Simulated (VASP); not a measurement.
# BP: single point with LDA

BP:

```
B P
1.0
     0.00000    2.24541    2.24541
     2.24541    0.00000    2.24541
     2.24541    2.24541    0.00000
B P
1 1
Cartesian
  0.0000 0.0000 0.0000
  1.1227 1.1227 1.1227
```

```
Program             : VASP 6.6.1
Task                : single point
Functional          : LDA
Potentials or basis : VASP PAW LDA potentials, release 64 (B, P)
Cutoff              : 520 eV
k mesh              : 10 × 10 × 10
Occupations         : fermi-dirac, width 0.02 eV
Spin                : no spin polarisation
```

The pressure is -0.2 GPa. The band gap on the k mesh is 1.15 eV, indirect (least direct gap 3.43 eV).

Levels at points of the mesh, in eV from the valence-band top:
```csv
k point,band 1,band 2,band 3,band 4,band 5,band 6,band 7,band 8,band 9
"(0.00, 0.00, 0.00)",-15.67,0.00,0.00,0.00,3.43,3.43,3.43,7.85,11.48
"(0.50, 0.00, 0.00)",-12.22,-9.23,-1.79,-1.79,3.97,4.70,4.70,10.03,14.78
"(0.50, 0.50, 0.00)",-10.67,-8.65,-4.22,-4.22,1.24,1.53,12.29,12.29,15.36
```

It took 7.7 s on 1 thread of AMD EPYC 7R43 64-Core Processor (Zen 3), on a shared host, peak memory 0.09 GiB.

A k mesh can miss the band edges.
